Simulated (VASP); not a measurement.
# C in VASP: notebook

Runs on C. Level: LDA. Tasks: single point.

All numbers are computed with VASP 6.6.1; they aren't measurements. Logs are shortened: lines on timing, memory, paths and dates and some standing lists are left out, and cuts for length are marked.

## 1. The cell of the first run

The cell holds a slab with vacuum, 2 atoms: a = 2.311 Å, b = 2.311 Å, c = 9.625 Å, α = 90.00°, β = 90.00°, γ = 120.00°.

## 2. Single point, LDA

INCAR

```
SYSTEM = C
PREC = Accurate
ENCUT = 520
EDIFF = 1E-7
ISMEAR = 0
SIGMA = 0.15
LREAL = .False.
LASPH = .True.
NELM = 80
ALGO = Normal
ISIF = 2
LWAVE = .False.
LCHARG = .False.
NBANDS = 11
```

KPOINTS

```
regular mesh
0
Gamma
  24 24 6
  0 0 0
```

POSCAR

```
C
1.0
    2.3113446157      0.0000000000      0.0000000000
   -1.1556723079      2.0016831541      0.0000000000
    0.0000000000      0.0000000000      9.6254472778
C
2
Direct
    0.3333333333      0.6666666667      0.0000000000
    0.6666666667      0.3333333333      0.0000000000
```

Potentials or basis: VASP PAW LDA potentials, release 64 (C).

The run is started by

```console
$ cat potpaw_LDA.64/C/POTCAR > POTCAR
$ mpirun -np 1 vasp_std > vasp.out
```

OUTCAR:

```text
SYSTEM = C
   PREC = Accurate
   ENCUT = 520
   EDIFF = 1E-7
   ISMEAR = 0
   LREAL = .False.
   LASPH = .True.
   NELM = 80
   ISIF = 2

 ion  position               nearest neighbor table
   1  0.333  0.667  0.000-   2 1.33   2 1.33   2 1.33
   2  0.667  0.333  0.000-   1 1.33   1 1.33   1 1.33

  LATTYP: Found a hexagonal cell.
 ALAT       =     2.3113446157
 C/A-ratio  =     4.1644362387

  Lattice vectors:

 A1 = (   2.3113446157,   0.0000000000,   0.0000000000)
 A2 = (  -1.1556723079,   2.0016831541,   0.0000000000)
 A3 = (   0.0000000000,   0.0000000000,   9.6254472778)

Analysis of symmetry for initial positions (statically):
=====================================================================
 Subroutine PRICEL returns:
 Original cell was already a primitive cell.

 Routine SETGRP: Setting up the symmetry group for a
 hexagonal supercell.

 Subroutine GETGRP returns: Found 24 space group operations
 (whereof 24 operations were pure point group operations)
 out of a pool of 24 trial point group operations.

The static configuration has the point symmetry D_6h.

Analysis of symmetry for dynamics (positions and initial velocities):
=====================================================================
 Subroutine PRICEL returns:
 Original cell was already a primitive cell.

 Routine SETGRP: Setting up the symmetry group for a
 hexagonal supercell.

 Subroutine GETGRP returns: Found 24 space group operations
 (whereof 24 operations were pure point group operations)
 out of a pool of 24 trial point group operations.

The dynamic configuration has the point symmetry D_6h.

 Subroutine INISYM returns: Found 24 space group operations
 (whereof 24 operations are pure point group operations),
 and found     1 'primitive' translations

----------------------------------------------------------------------------------------

                                     Primitive cell

  volume of cell :      44.5329

  direct lattice vectors                    reciprocal lattice vectors
     2.311344616  0.000000000  0.000000000     0.432648595  0.249789783  0.000000000
    -1.155672308  2.001683154  0.000000000     0.000000000  0.499579565  0.000000000
     0.000000000  0.000000000  9.625447278     0.000000000  0.000000000  0.103891276

  length of vectors
     2.311344616  2.311344616  9.625447278     0.499579565  0.499579565  0.103891276

  position of ions in fractional coordinates (direct lattice)
     0.333333333  0.666666667  0.000000000
     0.666666667  0.333333333  0.000000000

  ion indices of the primitive-cell ions
   primitive index   ion index
                 1           1
                 2           2

----------------------------------------------------------------------------------------

 KPOINTS: regular mesh

Automatic generation of k-mesh.
 Grid dimensions read from file:
 generate k-points for:   24   24    6

 Generating k-lattice:

  Cartesian coordinates                     Fractional coordinates (reciprocal lattice)
     0.018027025  0.010407908  0.000000000     0.041666667 -0.000000000  0.000000000
     0.000000000  0.020815815  0.000000000     0.000000000  0.041666667  0.000000000
     0.000000000  0.000000000  0.017315213     0.000000000  0.000000000  0.166666667

  Length of vectors
     0.020815815  0.020815815  0.017315213

  Shift w.r.t. Gamma in fractional coordinates (k-lattice)
     0.000000000  0.000000000  0.000000000

 Subroutine IBZKPT returns following result:
 ===========================================

 Found    244 irreducible k-points:

 Following reciprocal coordinates:
            Coordinates               Weight
  0.000000  0.000000  0.000000      1.000000
  0.041667 -0.000000  0.000000      6.000000
  0.083333 -0.000000  0.000000      6.000000
  0.125000  0.000000  0.000000      6.000000
  0.166667  0.000000  0.000000      6.000000
  0.208333  0.000000  0.000000      6.000000
[... 16 lines left out ...]
  0.416667  0.041667  0.000000     12.000000
  0.458333  0.041667  0.000000     12.000000
 [... further k-points ...]
   k-points           NKPTS =    244   k-points in BZ     NKDIM =    244   number of bands    NBANDS=     11
   number of dos      NEDOS =    301   number of ions     NIONS =      2
   total plane-waves  NPLWV =  23328
   dimension x,y,z NGX =    18 NGY =   18 NGZ =   72
   dimension x,y,z NGXF=    36 NGYF=   36 NGZF=  144
   ions per type =               2
   NGX,Y,Z   is equivalent  to a cutoff of  12.95, 12.95, 12.44 a.u.
   NGXF,Y,Z  is equivalent  to a cutoff of  25.89, 25.89, 24.87 a.u.
 SYSTEM =  C
   PREC   = accura    normal or accurate (medium, high low for compatibility)
   ISTART =      0    job   : 0-new  1-cont  2-samecut
   ICHARG =      2    charge: 1-file 2-atom 10-const
   ISPIN  =      1    spin polarized calculation?
   LNONCOLLINEAR =      F non collinear calculations
   LSORBIT =      F    spin-orbit coupling
   LASPH  =      T    aspherical Exc in radial PAW
   ENCUT  =  520.0 eV  38.22 Ry    6.18 a.u.   4.30  4.30 17.90*2*pi/ulx,y,z
   NELM   =     80;   NELMIN=  2; NELMDL= -5     # of ELM steps
   EDIFF  = 0.1E-06   stopping-criterion for ELM
   LREAL  =      F    real-space projection
   EDIFFG = 0.1E-05   stopping-criterion for IOM
   NSW    =      0    number of steps for IOM
   IBRION =     -1    ionic relax: 0-MD 1-quasi-New 2-CG
   NFREE  =      0    steps in history (QN), initial steepest desc. (CG)
   ISIF   =      2    stress and relaxation
   ISYM   =      2    0-nonsym 1-usesym 2-fastsym
   POTIM  = 0.5000    time-step for ionic-motion
   TEBEG  =    0.0;   TEEND  =   0.0 temperature during run
   PSTRESS=    0.0 pullay stress
   NELECT =       8.0000    total number of electrons
   NUPDOWN=      -1.0000    fix difference up-down
   EMIN   =  10.00;   EMAX   =-10.00  energy-range for DOS
   EFERMI =   0.00;   METHOD = LEGACY
   ISMEAR =     0;   SIGMA  =   0.15  broadening in eV -4-tet -1-fermi 0-gaus
   EFERMI_NEDOS =   21; number of points for ismear=-14 and -15
   IALGO  =     38    algorithm
   IMIX   =      4    mixing-type and parameters
     AMIX     =   0.40;   BMIX     =  1.00
     AMIX_MAG =   1.60;   BMIX_MAG =  1.00
  volume/ion in A,a.u.               =      22.27       150.26
  Fermi-wavevector in a.u.,A,eV,Ry     =   0.923729  1.745594 11.609511  0.853275
  Thomas-Fermi vector in A             =   2.049397
   LORBIT       =      0    0 simple, 1 ext, 2 COOP (PROOUT), +10 PAW based schemes
   GGA     = CA    functional components
   LHFCALC =     F    Hartree Fock is set to
   AEXX    =    0.0000 exact exchange contribution
   IVDW    =     0    specifies the selected vdW correction
   LEPSILON=     F    determine dielectric tensor
   LRPA    =     F    only Hartree local field effects (RPA)
 non-spin polarized calculation
 Gauss-broadening in eV      SIGMA  =   0.15
  energy-cutoff  :      520.00
  volume of cell :       44.53
 maximum number of plane-waves:      1236
 NGX is ok and might be reduce to    18

 number of electron       8.0000000 magnetization

 Free energy of the ion-electron system (eV)
  ---------------------------------------------------
  ext. energy  EPLUGINS =         0.00000000
  ---------------------------------------------------
  free energy    TOTEN  =       -19.67742322 eV

  energy without entropy =      -19.67683552  energy(sigma->0) =      -19.67712937

 E-fermi :  -0.5365     XC(G=0):  -4.6588

 val. band max:       -0.5364785349   @ k =   0.3333   0.3333   0.3333
 cond. band min:      -0.5364759783   @ k =   0.3333   0.3333   0.1667
 fundamental gap:      0.0000025566
 Fermi energy:        -0.5364778935

 k-point     1 :       0.0000    0.0000    0.0000
  band No.  band energies     occupation
      1     -21.4271      2.00000
      2      -9.5753      2.00000
      3      -3.4476      2.00000
      4      -3.4476      2.00000
      5       2.0964      0.00000
      6       3.9166      0.00000
      7       5.1299      0.00000
      8       9.0901      0.00000
      9       9.0901      0.00000
     10      10.2456      0.00000
     11      12.2834      0.00000

 k-point     2 :       0.0417   -0.0000    0.0000
  band No.  band energies     occupation
      1     -21.3816      2.00000
      2      -9.5179      2.00000
      3      -3.6268      2.00000
      4      -3.5569      2.00000
      5       2.1592      0.00000
      6       3.9798      0.00000
      7       5.1920      0.00000
      8       9.1223      0.00000
      9       9.3054      0.00000
     10      10.3057      0.00000
     11      12.3447      0.00000

 k-point     3 :       0.0833   -0.0000    0.0000
  band No.  band energies     occupation
      1     -21.2454      2.00000
      2      -9.3462      2.00000
      3      -4.1395      2.00000
      4      -3.8609      2.00000
      5       2.3481      0.00000
      6       4.1689      0.00000
      7       5.3789      0.00000
      8       9.2005      0.00000
      9       9.9260      0.00000
     10      10.4853      0.00000
     11      12.5955      0.00000

 k-point     4 :       0.1250    0.0000    0.0000
  band No.  band energies     occupation
      1     -21.0187      2.00000
      2      -9.0610      2.00000
      3      -4.9230      2.00000
      4      -4.3022      2.00000
      5       2.6631      0.00000
      6       4.4836      0.00000
      7       5.6911      0.00000
      8       9.2853      0.00000
      9      10.7799      0.00000
     10      10.8909      0.00000
     11      11.7600      0.00000
[... 239 lines left out ...]
 k-point    22 :       0.3750    0.0417    0.0000
  band No.  band energies     occupation
      1     -17.3742      2.00000
      2     -12.3579      2.00000
      3      -7.3239      2.00000
      4      -4.7252      2.00000
      5       3.1117      0.00000
      6       7.8007      0.00000
      7       9.2427      0.00000
      8       9.6228      0.00000
      9      10.8944      0.00000
     10      14.9900      0.00000
     11      15.0325      0.00000

 k-point    23 :       0.4167    0.0417    0.0000
  band No.  band energies     occupation
      1     -16.5098      2.00000
      2     -13.4826      2.00000
      3      -7.5127      2.00000
      4      -3.9061      2.00000
      5       1.9818      0.00000
      6       8.9504      0.00000
      7       9.3006      0.00000
      8      10.8246      0.00000
      9      12.1253      0.00000
     10      13.4206      0.00000
     11      14.7337      0.00000

 k-point    24 :       0.4583    0.0417    0.0000
  band No.  band energies     occupation
      1     -15.5766      2.00000
      2     -14.5478      2.00000
      3      -7.6079      2.00000
      4      -3.3353      2.00000
      5       1.2522      0.00000
      6       9.1439      0.00000
      7      10.4368      0.00000
      8      11.8849      0.00000
      9      12.0944      0.00000
     10      13.4815      0.00000
     11      13.5177      0.00000

 [... further k-points ...]
[... 5 lines left out ...]
  --------------------------------------------------------------------------------------
  -------------------------------------------------------------------------------------
  Total        9.0614015      9.0614015     -0.0186045     -0.0000000     -0.0000000     -0.0000000
  in kB      326.0055556    326.0055556     -0.6693421     -0.0000000     -0.0000000     -0.0000000
  external PRESSURE =     217.1139230 kB  Pullay stress =       0.0000000 kB

 VOLUME and BASIS-vectors are now :
 -----------------------------------------------------------------------------
  energy-cutoff  :      520.00
  volume of cell :       44.53
      direct lattice vectors                 reciprocal lattice vectors
     2.311344616  0.000000000  0.000000000     0.432648595  0.249789783  0.000000000
    -1.155672308  2.001683154  0.000000000     0.000000000  0.499579565  0.000000000
     0.000000000  0.000000000  9.625447278     0.000000000  0.000000000  0.103891276

 POSITION                                       TOTAL-FORCE (eV/Angst)
 -----------------------------------------------------------------------------------
     -0.00000      1.33446      0.00000         0.000000      0.000000     -0.000000
      1.15567      0.66723      0.00000         0.000000     -0.000000      0.000000
 -----------------------------------------------------------------------------------
    total drift:                                0.000000     -0.000000      0.000000

  FREE ENERGIE OF THE ION-ELECTRON SYSTEM (eV)
  ---------------------------------------------------
  free  energy   TOTEN  =       -19.6774232167 eV

  energy  without entropy=      -19.6768355192  energy(sigma->0) =      -19.67712937
```

Run time: 77 s. Hardware: 1 thread of Intel Xeon Platinum 8488C (Sapphire Rapids), shared host; peak memory 0.2 GiB.

What came out:

```yaml
Free_energy: -19.6774 eV
Band_gap_on_the_k_mesh: zero (filled and empty bands touch)
```

## 3. Single point, LDA

This run uses another cell than the first one, of the same volume but with other edges.

INCAR

```
PREC = Accurate ; ENCUT = 520
EDIFF = 1E-6 ; ISMEAR = 0
SIGMA = 0.15 ; LREAL = False
LASPH = True ; NELM = 100
ALGO = Normal ; ISIF = 2
LWAVE = False ; LCHARG = False
GGA = CA ; NBANDS = 11
```

KPOINTS

```
Automatic mesh
0
Gamma
  24 24 6
```

POSCAR

```
C
1.0
    2.5253941810      0.0000000000      0.0000000000
   -1.2626970905      2.1870555153      0.0000000000
    0.0000000000      0.0000000000      8.0629130006
C
2
Direct
    0.3333333333      0.6666666667      0.0000000000
    0.6666666667      0.3333333333      0.0000000000
```

Potentials or basis: VASP PAW LDA potentials, release 64 (C).

The run is started by

```console
$ cat potpaw_LDA.64/C/POTCAR > POTCAR
$ mpirun -np 1 vasp_std > vasp.out
```

Run time: 62 s. Hardware: 1 thread of Intel Xeon Platinum 8488C (Sapphire Rapids), shared host; peak memory 0.2 GiB.

It converged, with:

```
Free energy            : -20.0448 eV
Band gap on the k mesh : zero (filled and empty bands touch)
```

Levels at points of the mesh, in eV from the Fermi level:
| k point | band 2 | band 3 | band 4 | band 5 | band 6 | band 7 |
| --- | --- | --- | --- | --- | --- | --- |
| (0.00, 0.00, 0.00) | -7.17 | -3.06 | -3.06 | 3.32 | 6.00 | 7.80 |
| (0.50, 0.00, 0.00) | -12.70 | -6.21 | -2.22 | 1.60 | 6.75 | 10.80 |
| (0.00, 0.00, 0.50) | -7.17 | -3.06 | -3.06 | 4.13 | 4.27 | 7.80 |
| (0.50, 0.00, 0.50) | -12.70 | -6.21 | -2.22 | 1.59 | 6.75 | 11.38 |

## 4. Single point, LDA

This run uses another cell than the first one, of the same volume but with other edges.

INCAR

```
ALGO = Normal
EDIFF = 1E-6
ENCUT = 520
ISIF = 2
ISMEAR = 0
LASPH = True
LCHARG = False
LREAL = False
LWAVE = False
NBANDS = 11
NELM = 60
PREC = Accurate
SIGMA = 0.15
```

KPOINTS

```
k-points
0
Gamma
  24 24 6
```

POSCAR

```
C
1.0
    2.4898205103      0.0000000000      0.0000000000
   -1.2449102552      2.1562478128      0.0000000000
    0.0000000000      0.0000000000      8.2949590090
C
2
Direct
    0.3333333333      0.6666666667      0.0000000000
    0.6666666667      0.3333333333      0.0000000000
```

The run is started by

```console
$ cat potpaw_LDA.64/C/POTCAR > POTCAR
$ mpirun -np 1 vasp_std > vasp.out
```

Wall time 68 s (1 thread of Intel Xeon Platinum 8488C (Sapphire Rapids), shared host); peak memory 0.2 GiB.

The run converged. Its results:

| Quantity | Value |
| --- | --- |
| Free energy | -20.1357 eV |
| Band gap on the k mesh | zero (filled and empty bands touch) |

Levels at points of the mesh, in eV from the Fermi level:
| k point | band 1 | band 2 | band 3 | band 4 | band 5 | band 6 | band 7 | band 8 |
| --- | --- | --- | --- | --- | --- | --- | --- | --- |
| (0.00, 0.00, 0.00) | -19.07 | -7.45 | -3.05 | -3.05 | 3.23 | 5.73 | 7.45 | 8.07 |
| (0.50, 0.00, 0.00) | -13.93 | -12.96 | -6.33 | -2.30 | 1.62 | 7.16 | 10.93 | 11.02 |
| (0.00, 0.00, 0.50) | -19.07 | -7.45 | -3.05 | -3.05 | 3.93 | 4.17 | 8.07 | 8.07 |
| (0.50, 0.00, 0.50) | -13.93 | -12.96 | -6.33 | -2.30 | 1.61 | 7.16 | 11.42 | 11.54 |

## 5. Single point, LDA

This run uses another cell than the first one, of the same volume but with other edges.

INCAR

```
SYSTEM = C
ALGO = Normal ; EDIFF = 1E-6
ENCUT = 520 ; ISIF = 2
ISMEAR = 0 ; LASPH = .True.
LCHARG = .False. ; LREAL = .False.
LWAVE = .False. ; NBANDS = 11
NELM = 60 ; PREC = Accurate
SIGMA = 0.15
```

KPOINTS

```
k-points
0
Gamma
  24 24 6
  0 0 0
```

POSCAR

```
C
1.0
    2.4165475857      0.0000000000      0.0000000000
   -1.2082737929      2.0927915987      0.0000000000
    0.0000000000      0.0000000000      8.8056135463
C
2
Direct
    0.3333333333      0.6666666667      0.0000000000
    0.6666666667      0.3333333333      0.0000000000
```

The run is started by

```console
$ cat potpaw_LDA.64/C/POTCAR > POTCAR
$ mpirun -np 1 vasp_std > vasp.out
```

It took 76 s on 1 thread of Intel Xeon Platinum 8488C (Sapphire Rapids), shared host; peak memory 0.2 GiB.

It converged, with:

* Free energy: -20.1529 eV
* Band gap on the k mesh: zero (filled and empty bands touch)

Levels at points of the mesh, in eV from the Fermi level:
```
           k point  band 1  band 2  band 3  band 4  band 5  band 6  band 7  band 8
(0.00, 0.00, 0.00)  -19.79   -8.06   -3.01   -3.01    3.01    5.19    6.69    8.66
(0.50, 0.00, 0.00)  -14.23  -13.54   -6.58   -2.47    1.65    8.06   11.20   11.29
(0.00, 0.00, 0.50)  -19.79   -8.06   -3.01   -3.01    3.52    3.93    8.52    8.66
(0.50, 0.00, 0.50)  -14.23  -13.54   -6.58   -2.47    1.65    8.06   11.55   11.65
```

## 6. Summary

```csv
cell,gap on the mesh (eV)
"a = 2.311, b = 2.311, c = 9.625 Å, angles 90.0, 90.0, 120.0°, 2 atoms",none
"a = 2.525, b = 2.525, c = 8.063 Å, angles 90.0, 90.0, 120.0°, 2 atoms",none
"a = 2.490, b = 2.490, c = 8.295 Å, angles 90.0, 90.0, 120.0°, 2 atoms",none
"a = 2.417, b = 2.417, c = 8.806 Å, angles 90.0, 90.0, 120.0°, 2 atoms",none
```

Alike in all rows: task single point; level LDA; potentials or basis VASP PAW LDA potentials, release 64 (C); no spin polarisation; k mesh 24 × 24 × 6; cutoff (eV) 520; smearing gaussian 0.15 eV.

Absolute energies hang on the potentials; compare differences alone.
